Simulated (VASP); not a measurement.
## BeS: single point with PBEsol

BeS:

```
CELL_PARAMETERS angstrom
0.00000 2.31730 2.31730
2.31730 0.00000 2.31730
2.31730 2.31730 0.00000
ATOMIC_POSITIONS crystal
Be 0.00000 0.00000 0.00000
S 0.50000 0.50000 0.50000
```

```
Program                : VASP 6.6.1
Task                   : single point
Functional             : PBEsol
Potentials or basis    : VASP PAW PBE potentials, release 64 (Be, S)
Cutoff                 : 600 eV
k mesh                 : 5 × 5 × 5
Occupations            : gaussian, width 0.01 eV
Spin                   : no spin polarisation
Dipole correction      : no
Further INCAR settings : ALGO = Normal; EDIFF = 1e-06; NBANDS = 11
```

* Pressure: -2.4 GPa
* Band gap on the k mesh: 1.42 eV, indirect (least direct gap 4.24 eV)

Levels at points of the mesh, in eV from the valence-band top:
| k point | band 1 | band 2 | band 3 | band 4 | band 5 | band 6 | band 7 | band 8 |
| --- | --- | --- | --- | --- | --- | --- | --- | --- |
| (0.00, 0.00, 0.00) | -14.93 | -0.11 | -0.11 | -0.11 | 5.40 | 8.93 | 8.93 | 8.93 |

It took 5.5 s on 1 thread of AMD EPYC 7R13 Processor (Zen 3), on a shared host, peak memory 0.11 GiB.

Caveat: the k points lie up to 0.47 Å⁻¹ apart; the PAW data sets were made with another functional, which shifts forces and pressure a little. As with any semilocal functional, this PBEsol gap is likely too small.
